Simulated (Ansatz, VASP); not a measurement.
Ga2O3 in VASP and in Ansatz

```
Ga O
1.0
     2.92989    0.00000    0.00000
    -1.46494    2.53736    0.00000
     0.00000    0.00000    6.70604
Ga O
2 3
Direct
  0.33333 0.66667 0.20392
  0.66667 0.33333 0.79608
  0.00000 0.00000 0.00000
  0.33333 0.66667 0.69160
  0.66667 0.33333 0.30840
```

Alike in both runs: task single point; functional r2SCAN; k mesh 9 × 9 × 4; no spin polarisation.

|  | VASP | Ansatz |
| --- | --- | --- |
| version | VASP 6.6.1 | Ansatz 0.2.0 |
| potentials or method | VASP PAW PBE potentials, release 64 (Ga_d, O) | plane waves, PAW |
| plane-wave cutoff (eV) | 520 | 500 |
| occupations | gaussian, width 0.01 eV | fixed |
| valence electrons in the cell | 44 | 44 |

```tsv
	VASP	Ansatz	Ansatz less VASP
gap on the k mesh at the Fermi level (eV)	3.64	3.68	+0.036
pressure (GPa)	16.8	14.4	-2.38
traceless stress, the component that is largest in VASP (GPa)	-5.82	-4.70	+1.125
rms of the force components (eV/Å)	0.341	0.289	-0.0514
```

VASP's potentials were made for PBE, not for r2SCAN. Atom by atom the forces differ by 0.052 eV/Å (rms over components).
